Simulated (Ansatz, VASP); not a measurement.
**W in VASP and in Ansatz**

The input INCAR:

```
PREC = Accurate ; ENCUT = 520
EDIFF = 1E-7 ; ISMEAR = 0
SIGMA = 0.15 ; LREAL = False
LASPH = True ; NELM = 60
ALGO = Fast ; ISIF = 2
LWAVE = False ; LCHARG = True
GGA = CA ; LELF = True
LVHAR = True ; NBANDS = 13
```

Contents of KPOINTS:

```
Automatic mesh
0
Gamma
  20 20 20
```

The input POSCAR:

```
W
1.0
   -1.4791680079      1.5523972520      1.5523972520
    1.5523972520     -1.4791680079      1.5523972520
    1.5523972520      1.5523972520     -1.4791680079
W
1
Direct
    0.0000000000      0.0000000000      0.0000000000
```

Input for Ansatz:

```yaml
crystal:
  lattice:
    - [-1.4791680079, 1.552397252, 1.552397252]
    - [1.552397252, -1.4791680079, 1.552397252]
    - [1.552397252, 1.552397252, -1.4791680079]
  atoms:
    - { symbol: W, position: [0.0, 0.0, 0.0] }
basis:
  ecutwfc: 420
kpoints:
  mp_grid: { grid: [20, 20, 20] }
hamiltonian:
  xc: lda
  pseudopotentials: { kind: paw, azcp: { folder: soft_1 } }
scf:
  occupations: { method: gaussian, width: 0.15 }
output:
  forces: true
  stress: true
  eigenvalues: true
```

Change from the starting cell: equal engineering shear yz, xz and xy +0.0467, equal normal strain along x, y and z -0.0100.

Alike in both runs: task single point; functional LDA; k mesh 20 × 20 × 20; occupations gaussian, width 0.15 eV; no spin polarisation.

```csv
,VASP,Ansatz
version,VASP 6.6.1,Ansatz 0.2.0
potentials or method,"VASP PAW LDA potentials, release 64 (W_sv), cutoff 520 eV","scalar-relativistic, plane waves, PAW"
valence electrons in the cell,14,14
```

|  | VASP | Ansatz | Ansatz less VASP |
| --- | --- | --- | --- |
| gap on the k mesh at the Fermi level (eV) | none | none | - |
| pressure (GPa) | 14.5 | 12.3 | -2.17 |
| traceless stress, the component that is largest in VASP (GPa) | -6.88 | -6.75 | +0.131 |

Ansatz warns that its potentials were made for another functional, while VASP's fit it. LDA's correlation is that of Perdew and Zunger in VASP and of Perdew and Wang (1992) in Ansatz. A gap of «none» marks a metal or a gap that the smearing closes.

Neither program's run includes spin-orbit coupling.
